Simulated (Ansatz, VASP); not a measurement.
Two plane-wave programs on SnH5

```
Sn H
1.0
     0.00000    2.73498    2.73498
     2.73498    0.00000    2.73498
     2.73498    2.73498    0.00000
Sn H
1 5
Direct
  0.25000 0.25000 0.25000
  0.65445 0.65445 0.65445
  0.65445 0.65445 0.03665
  0.65445 0.03665 0.65445
  0.03665 0.65445 0.65445
  0.00000 0.00000 0.00000
```

Alike in both runs: functional PBE; k mesh 6 × 6 × 6; occupations gaussian, width 0.1 eV; no spin polarisation.

Ansatz relaxed the structure, and its values are those at the end. VASP's run is a single point on that final structure, the one shown.

|  | VASP | Ansatz |
| --- | --- | --- |
| version | VASP 6.6.1 | Ansatz 0.2.0 |
| potentials or method | VASP PAW PBE potentials, release 64 (Sn_d, H), cutoff 520 eV | scalar-relativistic, plane waves, PAW |
| valence electrons in the cell | 19 | 19 |

|  | VASP | Ansatz | Ansatz less VASP |
| --- | --- | --- | --- |
| gap on the k mesh at the Fermi level (eV) | none | none | - |
| pressure (GPa) | 0.0 | 0.2 | +0.18 |
| rms of the force components (eV/Å) | 0.013 | 0.014 | +0.0011 |

A gap of «none» marks a metal or a gap that the smearing closes.
